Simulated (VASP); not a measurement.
The system is AlN.

```xyz
4
Lattice="3.1195 0.0000 0.0000 -1.5597 2.7016 0.0000 0.0000 0.0000 4.7458" Properties=species:S:1:pos:R:3 pbc="T T T"
Al    0.0000    1.8010    0.0072
Al    1.5598    0.9005    2.3801
N     0.0000    1.8010    1.8199
N     1.5598    0.9005    4.1928
```

```yaml
Program: VASP 6.6.1
Task: relaxation of the atoms
Functional: LDA
Potentials_or_basis: VASP PAW LDA potentials, release 64 (Al, N)
Cutoff: 520 eV
k_mesh: 9 × 9 × 6
Occupations: gaussian, width 0.05 eV
Spin: no spin polarisation
```

At the start: pressure 5.5 GPa; volume 10.00 Å³/atom.

Q: How do energy, volume and symmetry change on relaxing?

A: Over 3 steps the energy falls by 11.7 meV/atom at a fixed cell; space group P6_3mc (No. 186, to 0.1 Å) before and after.

Step by step:
```csv
step,energy change (eV),largest force (eV/Å),pressure (GPa)
1,0.0000,0.8794,5.51
2,-0.0366,0.3394,3.89
3,-0.0467,0.0028,4.22
```

Final structure:
```
Al N
1.0
     3.11950    0.00000    0.00000
    -1.55975    2.70157    0.00000
     0.00000    0.00000    4.74580
Al N
2 2
Cartesian
  0.0000 1.8010 4.7249
  1.5598 0.9005 2.3520
  0.0000 1.8010 1.8480
  1.5598 0.9005 4.2209
```
